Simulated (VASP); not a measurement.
ScAlN2:

```xyz
4
Lattice="3.0786 0.0000 0.0000 -1.5393 2.6662 0.0000 0.0000 0.0000 5.5903" Properties=species:S:1:pos:R:3 pbc="T T T"
Sc    0.0000    0.0000    0.0000
Al    0.0000    0.0000    2.7952
N     0.0000    1.7775    1.3137
N     1.5393    0.8887    4.2766
```

| Item | Value |
| --- | --- |
| Program | VASP 6.6.1 |
| Task | relaxation of cell and atoms |
| Functional | PBE |
| Potentials or basis | VASP PAW PBE potentials, release 64 (Sc_sv, Al, N) |
| Cutoff | 600 eV |
| k mesh | 6 × 6 × 4 |
| Occupations | gaussian, width 0.1 eV |
| Spin | no spin polarisation |

At the start: pressure -12.8 GPa; volume 11.47 Å³/atom.

Q: Where does the relaxation end?

A: Over 7 steps the energy falls by 256.3 meV/atom and the volume is 10.25 Å³/atom (-10.6 %); space group P-3m1 (No. 164, to 0.05 Å).

Step by step:
```
step  energy change (eV)  largest force (eV/Å)  pressure (GPa)  volume (Å³)
   1              0.0000                2.8937          -12.79        45.89
   2             -0.6773                1.2428            9.59        39.89
   3             -0.7794                1.8894            1.88        41.35
   4             -1.0044                0.6304            1.34        40.66
   5             -1.0179                0.1530            1.07        40.79
   6             -1.0209                0.0892           -1.19        41.18
   7             -1.0251                0.0137           -0.23        41.01
```

Final structure:
```xyz
4
Lattice="3.0133 0.0000 0.0000 -1.5066 2.6096 0.0000 0.0000 0.0000 5.2156" Properties=species:S:1:pos:R:3 pbc="T T T"
Sc    0.0000    0.0000    0.0000
Al    0.0000    0.0000    2.6078
N     0.0000    1.7397    1.4147
N     1.5066    0.8699    3.8009
```
